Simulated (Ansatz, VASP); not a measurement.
**One calculation of Na, two programs**

INCAR

```
ALGO = Normal ; EDIFF = 1E-8
ENCUT = 520 ; GGA = PE
ISIF = 2 ; ISMEAR = -1
LASPH = T ; LCHARG = F
LEFG = T ; LREAL = F
LWAVE = F ; NBANDS = 10
NELM = 80 ; PREC = Accurate
SIGMA = 0.08
```

File KPOINTS:

```
k-points
0
Gamma
  13 13 13
```

The input POSCAR:

```
Na
1.0
   -2.0974364227      2.0974364227      2.0974364227
    2.0974364227     -2.0974364227      2.0974364227
    2.0974364227      2.0974364227     -2.0974364227
Na
1
Direct
    0.0000000000      0.0000000000      0.0000000000
```

Input for Ansatz:

```yaml
crystal:
  lattice:
    - [-2.0974364227, 2.0974364227, 2.0974364227]
    - [2.0974364227, -2.0974364227, 2.0974364227]
    - [2.0974364227, 2.0974364227, -2.0974364227]
  atoms:
    - { symbol: Na, position: [0.0, 0.0, 0.0] }
kpoints:
  mp_grid: { grid: [13, 13, 13] }
  band_path:
    path:
      - [0.0, 0.0, 0.0]
      - [0.5, -0.5, 0.5]
      - [0.0, 0.0, 0.5]
      - [0.0, 0.0, 0.0]
      - [0.25, 0.25, 0.25]
      - [0.5, -0.5, 0.5]
      - [0.25, 0.25, 0.25]
      - [0.0, 0.0, 0.5]
    npoints: 8
scf:
  occupations: { method: fermi_dirac, width: 0.08 }
hamiltonian:
  xc: pbe
  pseudopotentials: { kind: paw }
output:
  forces: true
  stress: true
  eigenvalues: true
  efg: { contact_densities: true }
  populations: true
  bader: true
  dos: { projected: true, de: 0.2, e_range: [-14, 8] }
```

Alike in both runs: task electric field gradients; functional PBE; k mesh 13 × 13 × 13; occupations fermi-dirac, width 0.08 eV; no spin polarisation.

|  | VASP | Ansatz |
| --- | --- | --- |
| version | VASP 6.6.1 | Ansatz 0.2.0 |
| potentials or method | VASP PAW PBE potentials, release 64 (Na_pv) | PAW with Ansatz's default frozen-core files, scalar-relativistic |
| plane-wave cutoff (eV) | 520 | 420 |
| valence electrons in the cell | 7 | 9 |

```tsv
	VASP	Ansatz	Ansatz less VASP
pressure (GPa)	0.0	0.0	0.00
```

VASP's potentials hold 7 valence electrons a cell and Ansatz's 9, so a difference there can come from the potentials and not from the codes.
